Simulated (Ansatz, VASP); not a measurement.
## Two plane-wave programs on NaHfO

```
Na Hf O
1.0
     3.53797    0.00000    0.00000
    -1.76898    3.06397    0.00000
     0.00000    0.00000    6.21894
Na Hf O
1 1 1
Cartesian
  0.0000 0.0000 0.0000
  1.7690 1.0213 3.1095
  0.0000 2.0426 3.1095
```

Change from the starting cell: species swapped into the BaCuGe type (P-6m2, No. 187).

Alike in both runs: task relaxation of cell and atoms; functional PBE; k mesh 18 × 18 × 8; occupations gaussian, width 0.1 eV; no spin polarisation.

```csv
,VASP,Ansatz
version,VASP 6.6.1,Ansatz 0.2.0
potentials or method,"VASP PAW PBE potentials, release 64 (Na_pv, Hf_pv, O), cutoff 600 eV","scalar-relativistic, plane waves, PAW"
valence electrons in the cell,23,41
```

|  | VASP | Ansatz | Ansatz less VASP |
| --- | --- | --- | --- |
| gap on the k mesh at the Fermi level, each at its own relaxed structure (eV) | none | none | - |
| relaxed volume (Å³/atom) | 22.32 | 22.47 | +0.154 |
| relaxed cell length with the largest relative difference (Å) | 3.527 | 3.538 | +0.0114 |

A gap of «none» marks a metal or a gap that the smearing closes. VASP's potentials hold 23 valence electrons a cell and Ansatz's 41, so a difference there can come from the potentials and not from the codes.

Spin-orbit coupling is off throughout.
